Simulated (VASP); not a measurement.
The system is Mn.

```
Mn
1.0
     0.00000    2.51257    2.51257
     2.51257    0.00000    2.51257
     2.51257    2.51257    0.00000
Mn
2
Direct
  0.12500 0.12500 0.12500
  0.87500 0.87500 0.87500
```

This isn't the form of Mn at room conditions, which is a 58-atom cubic cell.

| Item | Value |
| --- | --- |
| Program | VASP 6.6.1 |
| Task | relaxation of cell and atoms |
| Functional | BLYP |
| Potentials or basis | VASP PAW PBE potentials, release 64 (Mn_sv) |
| Cutoff | 680 eV |
| k mesh | 11 × 11 × 11 |
| Occupations | fermi-dirac, width 0.05 eV |
| Spin | collinear spin, antiferromagnetic start |
| Starting moments | [3.0, -3.0] μB |

At the start: pressure 6.7 GPa; volume 15.86 Å³/atom.

Q: How do energy, volume and symmetry change on relaxing?

A: Over 3 steps the energy falls by 28.5 meV/atom and the volume is 17.34 Å³/atom (+9.3 %); space group Fd-3m (No. 227, to 0.1 Å) before and after; moment 0.00 μB per cell.

Step by step:
| step | energy change (eV) | largest force (eV/Å) | pressure (GPa) | volume (Å³) |
| --- | --- | --- | --- | --- |
| 1 | 0.0000 | 0.0000 | 6.73 | 31.72 |
| 2 | -0.0567 | 0.0000 | -0.35 | 34.88 |
| 3 | -0.0569 | 0.0000 | -0.02 | 34.68 |

Final structure:
```
CELL_PARAMETERS angstrom
0.00000 2.58819 2.58819
2.58819 0.00000 2.58819
2.58819 2.58819 0.00000
ATOMIC_POSITIONS crystal
Mn 0.12500 0.12500 0.12500
Mn 0.87500 0.87500 0.87500
```

Caveat: the antiferromagnetic order is the one typed at the start, and another may lie lower; the PAW data sets were made with another functional, which shifts forces and pressure a little.
